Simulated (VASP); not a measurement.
# TaRu (Pm-3m) in VASP: a series of runs

The runs below take TaRu through relaxation of cell and atoms, single point, with LDA.

All numbers are computed with VASP 6.6.1; they aren't measurements. Logs are shortened: lines on timing, memory, paths and dates and some standing lists are left out, and cuts for length are marked.

## (1) The cell of the first run

It takes space group Pm-3m (No. 221, cubic). Conventional cell: a = 3.187 Å, b = 3.187 Å, c = 3.187 Å, α = 90.00°, β = 90.00°, γ = 90.00°. Ta (site symmetry m-3m) has 8 Ru at 2.76 Å and 6 Ta at 3.19 Å within 3.6 Å. Ru (site symmetry m-3m) has 8 Ta at 2.76 Å and 6 Ru at 3.19 Å within 3.6 Å.

## (2) Relaxation of cell and atoms, LDA

INCAR

```
SYSTEM = TaRu
PREC = Accurate ; ENCUT = 600
EDIFF = 1E-6 ; ISMEAR = 0
SIGMA = 0.1 ; LREAL = .False.
LASPH = .True. ; NELM = 80
ALGO = Normal ; ISIF = 3
LWAVE = .False. ; LCHARG = .False.
IBRION = 2 ; NSW = 100
EDIFFG = -0.05
```

KPOINTS

```
Automatic mesh
0
Gamma
  6 6 6
  0 0 0
```

POSCAR

```
TaRu
1.0
    3.1870000000      0.0000000000      0.0000000000
    0.0000000000      3.1870000000      0.0000000000
    0.0000000000      0.0000000000      3.1870000000
Ta Ru
1 1
Direct
    0.5000000000      0.5000000000      0.5000000000
    0.0000000000      0.0000000000      0.0000000000
```

Potentials or basis: VASP PAW LDA potentials, release 64 (Ta_pv, Ru_pv).

Run with:

```sh
$ cat potpaw_LDA.64/Ta_pv/POTCAR potpaw_LDA.64/Ru_pv/POTCAR > POTCAR
$ mpirun -np 1 vasp_std > vasp.out
```

OUTCAR:

```text
SYSTEM = TaRu
   PREC = Accurate
   ENCUT = 600
   EDIFF = 1E-6
   ISMEAR = 0
   LREAL = .False.
   LASPH = .True.
   NELM = 80
   ISIF = 3
   IBRION = 2
   NSW = 100
   EDIFFG = -0.05

 ion  position               nearest neighbor table
   1  0.500  0.500  0.500-   2 2.76   2 2.76   2 2.76   2 2.76   2 2.76   2 2.76   2 2.76   2 2.76

   2  0.000  0.000  0.000-   1 2.76   1 2.76   1 2.76   1 2.76   1 2.76   1 2.76   1 2.76   1 2.76

  LATTYP: Found a simple cubic cell.
 ALAT       =     3.1870000000

  Lattice vectors:

 A1 = (   3.1870000000,   0.0000000000,   0.0000000000)
 A2 = (   0.0000000000,   3.1870000000,   0.0000000000)
 A3 = (   0.0000000000,   0.0000000000,   3.1870000000)

Analysis of symmetry for initial positions (statically):
=====================================================================
 Subroutine PRICEL returns:
 Original cell was already a primitive cell.

 Routine SETGRP: Setting up the symmetry group for a
 simple cubic supercell.

 Subroutine GETGRP returns: Found 48 space group operations
 (whereof 48 operations were pure point group operations)
 out of a pool of 48 trial point group operations.

The static configuration has the point symmetry O_h .

Analysis of symmetry for dynamics (positions and initial velocities):
=====================================================================
 Subroutine PRICEL returns:
 Original cell was already a primitive cell.

 Routine SETGRP: Setting up the symmetry group for a
 simple cubic supercell.

 Subroutine GETGRP returns: Found 48 space group operations
 (whereof 48 operations were pure point group operations)
 out of a pool of 48 trial point group operations.

The dynamic configuration has the point symmetry O_h .

 Subroutine INISYM returns: Found 48 space group operations
 (whereof 48 operations are pure point group operations),
 and found     1 'primitive' translations

----------------------------------------------------------------------------------------

                                     Primitive cell

  volume of cell :      32.3703

  direct lattice vectors                    reciprocal lattice vectors
     3.187000000  0.000000000  0.000000000     0.313774710  0.000000000  0.000000000
     0.000000000  3.187000000  0.000000000     0.000000000  0.313774710  0.000000000
     0.000000000  0.000000000  3.187000000     0.000000000  0.000000000  0.313774710

  length of vectors
     3.187000000  3.187000000  3.187000000     0.313774710  0.313774710  0.313774710

  position of ions in fractional coordinates (direct lattice)
     0.500000000  0.500000000  0.500000000
     0.000000000  0.000000000  0.000000000

  ion indices of the primitive-cell ions
   primitive index   ion index
                 1           1
                 2           2

----------------------------------------------------------------------------------------

 KPOINTS: Automatic mesh

Automatic generation of k-mesh.
 Grid dimensions read from file:
 generate k-points for:    6    6    6

 Generating k-lattice:

  Cartesian coordinates                     Fractional coordinates (reciprocal lattice)
     0.052295785  0.000000000  0.000000000     0.166666667  0.000000000  0.000000000
     0.000000000  0.052295785  0.000000000     0.000000000  0.166666667  0.000000000
     0.000000000  0.000000000  0.052295785     0.000000000  0.000000000  0.166666667

  Length of vectors
     0.052295785  0.052295785  0.052295785

  Shift w.r.t. Gamma in fractional coordinates (k-lattice)
     0.000000000  0.000000000  0.000000000

 Subroutine IBZKPT returns following result:
 ===========================================

 Found     20 irreducible k-points:

 Following reciprocal coordinates:
            Coordinates               Weight
  0.000000  0.000000  0.000000      1.000000
  0.166667  0.000000  0.000000      6.000000
  0.333333  0.000000  0.000000      6.000000
  0.500000  0.000000  0.000000      3.000000
  0.166667  0.166667  0.000000     12.000000
  0.333333  0.166667  0.000000     24.000000
[... 12 lines left out ...]
  0.500000  0.500000  0.333333      6.000000
  0.500000  0.500000  0.500000      1.000000
   k-points           NKPTS =     20   k-points in BZ     NKDIM =     20   number of bands    NBANDS=     16
   number of dos      NEDOS =    301   number of ions     NIONS =      2
   total plane-waves  NPLWV =  21952
   dimension x,y,z NGX =    28 NGY =   28 NGZ =   28
   dimension x,y,z NGXF=    56 NGYF=   56 NGZF=   56
   ions per type =               1   1
   NGX,Y,Z   is equivalent  to a cutoff of  14.61, 14.61, 14.61 a.u.
   NGXF,Y,Z  is equivalent  to a cutoff of  29.21, 29.21, 29.21 a.u.
 SYSTEM =  TaRu
   PREC   = accura    normal or accurate (medium, high low for compatibility)
   ISTART =      0    job   : 0-new  1-cont  2-samecut
   ICHARG =      2    charge: 1-file 2-atom 10-const
   ISPIN  =      1    spin polarized calculation?
   LNONCOLLINEAR =      F non collinear calculations
   LSORBIT =      F    spin-orbit coupling
   LASPH  =      T    aspherical Exc in radial PAW
   ENCUT  =  600.0 eV  44.10 Ry    6.64 a.u.   6.37  6.37  6.37*2*pi/ulx,y,z
   NELM   =     80;   NELMIN=  2; NELMDL= -5     # of ELM steps
   EDIFF  = 0.1E-05   stopping-criterion for ELM
   LREAL  =      F    real-space projection
   EDIFFG = -.5E-01   stopping-criterion for IOM
   NSW    =    100    number of steps for IOM
   IBRION =      2    ionic relax: 0-MD 1-quasi-New 2-CG
   NFREE  =      1    steps in history (QN), initial steepest desc. (CG)
   ISIF   =      3    stress and relaxation
   ISYM   =      2    0-nonsym 1-usesym 2-fastsym
   POTIM  = 0.5000    time-step for ionic-motion
   TEBEG  =    0.0;   TEEND  =   0.0 temperature during run
   PSTRESS=    0.0 pullay stress
   NELECT =      25.0000    total number of electrons
   NUPDOWN=      -1.0000    fix difference up-down
   EMIN   =  10.00;   EMAX   =-10.00  energy-range for DOS
   EFERMI =   0.00;   METHOD = LEGACY
   ISMEAR =     0;   SIGMA  =   0.10  broadening in eV -4-tet -1-fermi 0-gaus
   EFERMI_NEDOS =   21; number of points for ismear=-14 and -15
   IALGO  =     38    algorithm
   IMIX   =      4    mixing-type and parameters
     AMIX     =   0.40;   BMIX     =  1.00
     AMIX_MAG =   1.60;   BMIX_MAG =  1.00
  volume/ion in A,a.u.               =      16.19       109.22
  Fermi-wavevector in a.u.,A,eV,Ry     =   1.502010  2.838387 30.695199  2.256033
  Thomas-Fermi vector in A             =   2.613306
   LORBIT       =      0    0 simple, 1 ext, 2 COOP (PROOUT), +10 PAW based schemes
   GGA     = CA    functional components
   LHFCALC =     F    Hartree Fock is set to
   AEXX    =    0.0000 exact exchange contribution
   IVDW    =     0    specifies the selected vdW correction
   LEPSILON=     F    determine dielectric tensor
   LRPA    =     F    only Hartree local field effects (RPA)
 conjugate gradient relaxation of ions
 non-spin polarized calculation
 Gauss-broadening in eV      SIGMA  =   0.10
  energy-cutoff  :      600.00
  volume of cell :       32.37
 maximum number of plane-waves:      1108
 NGX is ok and might be reduce to    28
   NGX = 13   NGY = 13   NGZ = 13

--------------------------------------- Ionic step        1  -------------------------------------------

 number of electron      25.0000004 magnetization

 Free energy of the ion-electron system (eV)
  ---------------------------------------------------
  ext. energy  EPLUGINS =         0.00000000
  ---------------------------------------------------
  free energy    TOTEN  =       -23.91294230 eV

  energy without entropy =      -23.89446148  energy(sigma->0) =      -23.90370189

------------------------ aborting loop because EDIFF is reached ----------------------------------------

  FORCE on cell =-STRESS in cart. coord.  units (eV):
  Direction    XX          YY          ZZ          XY          YZ          ZX
  --------------------------------------------------------------------------------------
  -------------------------------------------------------------------------------------
  Total       -3.1028288     -3.1028288     -3.1028288     -0.0000000     -0.0000000      0.0000000
  in kB     -153.5755942   -153.5755942   -153.5755942     -0.0000000     -0.0000000      0.0000000
  external PRESSURE =    -153.5755942 kB  Pullay stress =       0.0000000 kB
[... 21 lines left out ...]
  energy  without entropy=      -23.8944614829  energy(sigma->0) =      -23.90370189

--------------------------------------- Ionic step        2  -------------------------------------------

 number of electron      25.0000000 magnetization

 E-fermi :  12.4936     XC(G=0): -14.6881

 val. band max:       12.4190385206   @ k =   0.3333   0.3333   0.0000
 cond. band min:      12.4958678822   @ k =   0.5000   0.3333   0.0000
 fundamental gap:      0.0768293616
 Fermi energy:        12.4936234702

 k-point     1 :       0.0000    0.0000    0.0000
  band No.  band energies     occupation
      1     -31.0112      2.00000
      2     -31.0112      2.00000
      3     -31.0112      2.00000
      4     -21.9088      2.00000
      5     -21.9088      2.00000
      6     -21.9088      2.00000
[... 8 lines left out ...]
     15      17.9181      0.00000
     16      17.9181      0.00000
[... 428 lines left out ...]
  energy  without entropy=      -23.9933944526  energy(sigma->0) =      -24.00128359

--------------------------------------- Ionic step        4  -------------------------------------------

 number of electron      24.9999998 magnetization

 Free energy of the ion-electron system (eV)
  ---------------------------------------------------
  ext. energy  EPLUGINS =         0.00000000
  ---------------------------------------------------
  free energy    TOTEN  =       -24.00966132 eV

  energy without entropy =      -23.99403796  energy(sigma->0) =      -24.00184964

 E-fermi :   9.8933     XC(G=0): -13.6854

 val. band max:        9.8676562146   @ k =   0.5000   0.3333   0.0000
 cond. band min:       9.8954596925   @ k =   0.5000   0.3333   0.3333
 fundamental gap:      0.0278034779
 Fermi energy:         9.8933450405

 k-point     1 :       0.0000    0.0000    0.0000
  band No.  band energies     occupation
      1     -33.1361      2.00000
      2     -33.1361      2.00000
      3     -33.1361      2.00000
      4     -24.7847      2.00000
      5     -24.7847      2.00000
      6     -24.7847      2.00000
[... 8 lines left out ...]
     15      14.2534      0.00000
     16      14.2534      0.00000
[... 388 lines left out ...]
  FREE ENERGIE OF THE ION-ELECTRON SYSTEM (eV)
  ---------------------------------------------------
  free  energy   TOTEN  =       -24.0096613182 eV

  energy  without entropy=      -23.9940379618  energy(sigma->0) =      -24.00184964

 reached required accuracy - stopping structural energy minimisation
```

It took 16 s on 1 thread of Intel Xeon 6975P-C (Granite Rapids), shared host; peak memory 0.15 GiB.

What came out:

```yaml
Free_energy: -24.0097 eV
Relaxed_volume: 15.25 Å³/atom
Relaxed_cell: a = 3.124 Å, b = 3.124 Å, c = 3.124 Å, α = 90.00°, β = 90.00°, γ = 90.00°
Space_group_after_relaxing_to_0.05_Å: Pm-3m (No. 221)
Energy_gained_by_relaxing: 48.4 meV/atom
Ionic_steps: 4
Pressure_after_relaxing: -0.3 GPa
```

Step by step:
| step | energy change (eV) | largest force (eV/Å) | pressure (GPa) | volume (Å³) |
| --- | --- | --- | --- | --- |
| 1 | 0.0000 | 0.0000 | -15.36 | 32.37 |
| 2 | 0.8452 | 0.0000 | 72.78 | 25.63 |
| 3 | -0.0962 | 0.0000 | -1.19 | 30.59 |
| 4 | -0.0967 | 0.0000 | -0.30 | 30.49 |

Final structure:
```
Ta Ru
1.0
     3.12420    0.00000    0.00000
     0.00000    3.12420    0.00000
     0.00000    0.00000    3.12420
Ta Ru
1 1
Direct
  0.50000 0.50000 0.50000
  0.00000 0.00000 0.00000
```

Levels at points of the mesh, in eV from the Fermi level:
```csv
k point,band 10,band 11,band 12,band 13,band 14,band 15
"(0.00, 0.00, 0.00)",-2.48,-2.48,-2.48,1.08,1.08,4.36
"(0.50, 0.00, 0.00)",-2.54,-2.43,-2.43,-1.41,-0.03,-0.03
"(0.50, 0.50, 0.00)",-4.29,-0.34,0.15,0.80,0.80,1.75
"(0.50, 0.50, 0.50)",-3.06,-3.06,-3.06,-0.25,-0.25,4.55
```

Caveat: spin-orbit coupling is left out, which moves the levels of the heavy elements. Zero-point motion and thermal expansion aren't in these numbers.

(Continued in part 2 of 2.)
